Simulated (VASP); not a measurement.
Crystal: Cd4Se.

```xyz
5
Lattice="3.9915 -4.2461 0.0000 3.9915 4.2461 0.0000 0.0000 0.0000 3.5515" Properties=species:S:1:pos:R:3 pbc="T T T"
Cd    2.2326    0.0000    0.0000
Cd    3.9915    2.7044    1.7758
Cd    3.9915   -2.7044    1.7758
Cd    5.7505    0.0000    0.0000
Se    0.0000    0.0000    0.0000
```

| Property | Result |
| --- | --- |
| Program | VASP 6.6.1 |
| Task | relaxation of cell and atoms |
| Functional | PBE |
| Potentials or basis | VASP PAW PBE potentials, release 64 (Cd, Se) |
| Cutoff | 600 eV |
| k mesh | 3 × 3 × 5 |
| Occupations | gaussian, width 0.2 eV |
| Spin | no spin polarisation |

At the start: pressure 28.0 GPa; volume 24.08 Å³/atom.

Question: How do energy, volume and symmetry change on relaxing?

Answer: Over 19 steps the energy falls by 1318.3 meV/atom and the volume is 26.84 Å³/atom (+11.5 %); space group Cmmm (No. 65, to 0.05 Å).

The path:
| step | energy change (eV) | largest force (eV/Å) | pressure (GPa) | volume (Å³) |
| --- | --- | --- | --- | --- |
| 1 | 0.0000 | 7.1193 | 27.96 | 120.39 |
| 2 | -5.0164 | 0.1173 | -3.72 | 209.01 |
| 3 | -5.4839 | 0.9761 | -1.26 | 171.14 |
| 4 | -5.4919 | 0.8222 | -1.68 | 174.79 |
| 5 | -5.4911 | 0.8722 | -1.53 | 173.57 |
| 6 | -5.6768 | 0.9491 | -1.58 | 166.66 |
| 7 | -6.2028 | 1.0252 | -0.84 | 147.01 |
| 8 | -5.5482 | 2.6853 | 12.29 | 112.29 |
| 9 | -6.2975 | 1.1184 | 0.39 | 138.95 |
| 10 | -6.3150 | 0.8752 | 3.92 | 125.58 |
| 11 | -6.3600 | 1.0338 | 1.93 | 131.70 |
| 12 | -6.4894 | 0.4288 | 1.17 | 132.12 |
| 13 | -6.5038 | 0.5932 | 1.00 | 132.31 |
| 14 | -6.5538 | 0.2817 | -0.03 | 135.48 |
| 15 | -6.5653 | 0.1031 | -0.80 | 138.41 |
| 16 | -6.5829 | 0.1002 | -0.45 | 136.43 |
| 17 | -6.5883 | 0.1424 | -0.10 | 134.81 |
| 18 | -6.5883 | 0.1514 | -0.06 | 134.66 |
| 19 | -6.5916 | 0.0585 | 0.02 | 134.22 |

Final structure:
```xyz
5
Lattice="4.1528 -4.3264 0.0000 4.1528 4.3264 0.0000 0.0000 0.0000 3.7352" Properties=species:S:1:pos:R:3 pbc="T T T"
Cd    2.7272    0.0000    0.0000
Cd    4.1528    2.1134    1.8676
Cd    4.1528   -2.1134    1.8676
Cd    5.5785    0.0000    0.0000
Se    0.0000    0.0000    0.0000
```

Caveat: the k points lie up to 0.35 Å⁻¹ apart in the final cell; the relaxation stopped at a loose force limit of 0.08 eV/Å, so its end isn't a converged minimum.
